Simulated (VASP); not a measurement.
# BaTiO3: single point with LDA

Crystal: BaTiO3.

```
Ba Ti O
1.0
     3.93456    0.00000    0.00000
     0.00000    3.93456    0.00000
     0.00000    0.00000    3.93456
Ba Ti O
1 1 3
Direct
  0.50000 0.50000 0.50000
  0.00000 0.00000 0.00000
  0.50000 0.00000 0.00000
  0.00000 0.50000 0.00000
  0.00000 0.00000 0.50000
```

- Program: VASP 6.6.1
- Task: single point
- Functional: LDA
- Potentials or basis: VASP PAW LDA potentials, release 64 (Ba_sv, Ti_sv, O_h)
- Cutoff: 1340 eV
- k mesh: 6 × 6 × 6
- Occupations: fermi-dirac, width 0.02 eV
- Spin: no spin polarisation
- Dipole correction: no
- Further INCAR settings: ALGO = Normal; EDIFF = 1e-06; NBANDS = 28

The pressure is 2.3 GPa. The band gap on the k mesh is 1.76 eV (least direct gap 1.84 eV).

Levels at points of the mesh, in eV from the valence-band top:
```csv
k point,band 16,band 17,band 18,band 19,band 20,band 21,band 22,band 23,band 24,band 25
"(0.00, 0.00, 0.00)",-1.20,-1.20,-0.08,-0.08,-0.08,1.76,1.76,1.76,4.30,4.30
"(0.50, 0.00, 0.00)",-2.05,-1.92,-1.92,-0.71,-0.71,1.94,3.72,3.72,4.32,6.47
"(0.50, 0.50, 0.00)",-2.94,-1.70,-0.83,-0.83,-0.10,3.73,3.73,4.16,5.24,8.09
"(0.50, 0.50, 0.50)",-2.37,-2.37,0.00,0.00,0.00,4.47,4.47,4.47,6.90,6.90
```

Wall time 120 s on 1 thread of Intel(R) Xeon(R) Platinum 8259CL CPU @ 2.50GHz (Skylake/Cascade Lake), with other jobs on the host, peak memory 0.37 GiB.

Caveat: spin-orbit coupling is left out, which moves the levels of the heavy elements. A k mesh can miss the band edges.
